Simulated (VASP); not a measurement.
A run of VASP 6.6.1 is set up as follows.

Contents of INCAR:

```
SYSTEM = Si
  PREC = Accurate
  ENCUT = 520
  EDIFF = 1E-8
  ISMEAR = 0
  SIGMA = 0.01
  LREAL = .False.
  LASPH = .True.
  NELM = 60
  ALGO = Normal
  ISIF = 2
  LWAVE = .False.
  LCHARG = .False.
  METAGGA = R2SCAN
  LMIXTAU = .True.
  LCALCEPS = .True.
```

File KPOINTS:

```
regular mesh
0
Gamma
  6 6 6
  0 0 0
```

The input POSCAR:

```
Si
1.0
    0.0000000000      2.7493400846      2.7493400846
    2.7493400846      0.0000000000      2.7493400846
    2.7493400846      2.7493400846      0.0000000000
Si
2
Direct
    0.0000000000      0.0000000000      0.0000000000
    0.2500000000      0.2500000000      0.2500000000
```

Potentials or basis: VASP PAW PBE potentials, release 64 (Si).

Launch:

```console
$ cat potpaw_PBE.64/Si/POTCAR > POTCAR
$ mpirun -np 1 vasp_std > vasp.out
```

Question: What does it give for the electronic dielectric tensor (diagonal)?

Answer: 11.31.

Question: Predict the Born charges (mean of the diagonal).

Answer: Si +0.00 e.

Question: Estimate the band gap on the k mesh.

Answer: 0.97 eV, indirect (least direct gap 2.74 eV).

Electronic dielectric tensor:
```
11.31  0.00  0.00
 0.00 11.31  0.00
 0.00  0.00 11.31
```

Caveat: the cell differs from its parent crystal (strain +1.0%). A k mesh can miss the band edges.
